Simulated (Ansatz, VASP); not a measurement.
**One calculation of BN, two programs**

The input INCAR:

```
ALGO = Normal ; EDIFF = 1E-7
ENCUT = 520 ; GGA = PS
ISIF = 2 ; ISMEAR = 0
LASPH = T ; LCHARG = T
LELF = T ; LREAL = F
LVHAR = T ; LWAVE = F
NBANDS = 16 ; NELM = 100
PREC = Accurate ; SIGMA = 0.05
```

File KPOINTS:

```
k-points
0
Gamma
  12 12 4
```

Contents of POSCAR:

```
BN
1.0
    2.4813584168      0.0000000000      0.0000000000
   -1.2406792084      2.1489194248      0.0000000000
    0.0000000000      0.0000000000      7.6770748056
B N
2 2
Direct
    0.3333333333      0.6666666667      0.2500000000
    0.6666666667      0.3333333333      0.7500000000
    0.3333333333      0.6666666667      0.7500000000
    0.6666666667      0.3333333333      0.2500000000
```

Input for Ansatz:

```yaml
crystal:
  lattice:
    - [2.4813584168, 0.0, 0.0]
    - [-1.2406792084, 2.1489194248, 0.0]
    - [0.0, 0.0, 7.6770748056]
  atoms:
    - { symbol: B, position: [0.3333333333, 0.6666666667, 0.25] }
    - { symbol: B, position: [0.6666666667, 0.3333333333, 0.75] }
    - { symbol: "N", position: [0.3333333333, 0.6666666667, 0.75] }
    - { symbol: "N", position: [0.6666666667, 0.3333333333, 0.25] }
basis:
  ecutwfc: 520.0
kpoints:
  mp_grid: { grid: [12, 12, 4] }
hamiltonian:
  xc: pbesol
  pseudopotentials: { kind: paw, azcp: { folder: soft_1 } }
scf:
  occupations: { method: gaussian, width: 0.05 }
output:
  forces: true
  stress: true
  eigenvalues: true
```

Alike in both runs: task single point; functional PBEsol; k mesh 12 × 12 × 4; occupations gaussian, width 0.05 eV; no spin polarisation.

```csv
,VASP,Ansatz
version,VASP 6.6.1,Ansatz 0.2.0
potentials or method,"VASP PAW PBE potentials, release 64 (B, N), cutoff 520 eV","scalar-relativistic, plane waves, PAW"
valence electrons in the cell,16,16
```

```tsv
	VASP	Ansatz	Ansatz less VASP
gap on the k mesh at the Fermi level (eV)	4.45	4.46	+0.004
least direct gap on the mesh (eV)	4.68	4.69	+0.003
pressure (GPa)	6.1	5.7	-0.41
traceless stress, the component that is largest in VASP (GPa)	-6.56	-6.00	+0.557
```

VASP's potentials were made for PBE, not for PBEsol, and Ansatz warns of the same on its side. With one functional, cell and mesh, what is left measures potentials, basis and numerics.
